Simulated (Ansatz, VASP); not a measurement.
**CsMoPb4: VASP beside Ansatz**

The input INCAR:

```
SYSTEM = CsMoPb4
PREC     = Accurate       ! precision mode
ENCUT    = 520            ! plane-wave cutoff, eV
EDIFF    = 1E-7           ! SCF threshold, eV
ISMEAR   = 0              ! smearing method
SIGMA    = 0.1            ! smearing width, eV
LREAL    = .FALSE.        ! projectors in reciprocal space
LASPH    = .TRUE.         ! aspherical terms in the spheres
NELM     = 100            ! most SCF steps
ALGO     = Normal         ! electronic algorithm
ISIF     = 2              ! what is computed and relaxed
LWAVE    = .FALSE.        ! write WAVECAR
LCHARG   = .FALSE.        ! write CHGCAR
GGA      = PE             ! functional
NBANDS   = 48             ! bands
```

Contents of KPOINTS:

```
regular mesh
0
G
  6 6 1
  0 0 0
```

The input POSCAR:

```
CsMoPb4
1.0
    3.9914028400      0.0000000000      0.0000000000
   -1.9957014200      3.4566562500      0.0000000000
    0.0000000000      0.0000000000     15.1096425800
Cs Mo Pb
1 1 4
Direct
    0.0000000000      0.0000000000      0.0000000000
    0.0000000000      0.0000000000      0.5000000000
    0.3333333300      0.6666666700      0.8780300000
    0.3333333300      0.6666666700      0.3713200100
    0.6666666700      0.3333333300      0.6286799900
    0.6666666700      0.3333333300      0.1219700000
```

Input for Ansatz:

```yaml
crystal:
  lattice:
    - [3.99140284, 0.0, 0.0]
    - [-1.99570142, 3.45665625, 0.0]
    - [0.0, 0.0, 15.10964258]
  atoms:
    - { symbol: Cs, position: [0.0, 0.0, 0.0] }
    - { symbol: Mo, position: [0.0, 0.0, 0.5] }
    - { symbol: Pb, position: [0.33333333, 0.66666667, 0.87803] }
    - { symbol: Pb, position: [0.33333333, 0.66666667, 0.37132001] }
    - { symbol: Pb, position: [0.66666667, 0.33333333, 0.62867999] }
    - { symbol: Pb, position: [0.66666667, 0.33333333, 0.12197] }
basis:
  ecutwfc: 420
kpoints:
  mp_grid: { grid: [6, 6, 1] }
hamiltonian:
  xc: pbe
scf:
  occupations: { method: gaussian, width: 0.1 }
  lower_state_search: "off"
output:
  forces: true
  stress: true
  eigenvalues: true
```

Change from the starting cell: species swapped into the ZrTaTe4 type (P-3m1, No. 164).

Alike in both runs: task single point; functional PBE; k mesh 6 × 6 × 1; occupations gaussian, width 0.1 eV; no spin polarisation.

|  | VASP | Ansatz |
| --- | --- | --- |
| version | VASP 6.6.1 | Ansatz 0.2.0 |
| potentials or method | VASP PAW PBE potentials, release 64 (Cs_sv, Mo_sv, Pb_d), cutoff 520 eV | scalar-relativistic, plane waves, PAW |
| valence electrons in the cell | 79 | 79 |

```tsv
	VASP	Ansatz	Ansatz less VASP
gap on the k mesh at the Fermi level (eV)	none	none	-
pressure (GPa)	4.2	4.1	-0.14
traceless stress, the component that is largest in VASP (GPa)	3.07	3.10	+0.028
rms of the force components (eV/Å)	1.399	1.387	-0.0125
```

Atom by atom the forces differ by 0.013 eV/Å (rms over components). A gap of «none» marks a metal or a gap that the smearing closes. The functional is the same, so the differences come from potentials, cutoffs and numerics.

The k mesh is coarse, so the values compare programs but aren't converged. Spin-orbit coupling is off throughout.
